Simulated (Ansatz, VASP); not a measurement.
TaBrF4 in VASP and in Ansatz

```
CELL_PARAMETERS angstrom
0.00000 3.53370 3.53370
3.53370 0.00000 3.53370
3.53370 3.53370 0.00000
ATOMIC_POSITIONS crystal
Ta 0.25000 0.25000 0.25000
Br 0.00000 0.00000 0.00000
F 0.12265 0.62578 0.62578
F 0.62578 0.12265 0.62578
F 0.62578 0.62578 0.12265
F 0.62578 0.62578 0.62578
```

Change from the starting cell: species swapped into the HoCu4Au type (F-43m, No. 216).

Alike in both runs: task single point; functional PBE; k mesh 4 × 4 × 4; occupations gaussian, width 0.1 eV; no spin polarisation.

|  | VASP | Ansatz |
| --- | --- | --- |
| version | VASP 6.6.1 | Ansatz 0.2.0 |
| potentials or method | VASP PAW PBE potentials, release 64 (Ta_pv, Br, F), cutoff 520 eV | scalar-relativistic, plane waves, PAW |
| valence electrons in the cell | 46 | 48 |

VASP gave:

```
gap on the k mesh at the Fermi level (eV) : 0.07
least direct gap on the mesh (eV)         : 0.25
pressure (GPa)                            : -21.6
rms of the force components (eV/Å)        : 0.196
```

Q: Estimate Ansatz's values.

A: gap on the k mesh at the Fermi level (eV): 0.08; least direct gap on the mesh (eV): 0.25; pressure (GPa): -21.4; rms of the force components (eV/Å): 0.197.

Atom by atom the forces differ by 0.001 eV/Å (rms over components). VASP's potentials hold 46 valence electrons a cell and Ansatz's 48, so a difference there can come from the potentials and not from the codes.

Spin-orbit coupling is off throughout.
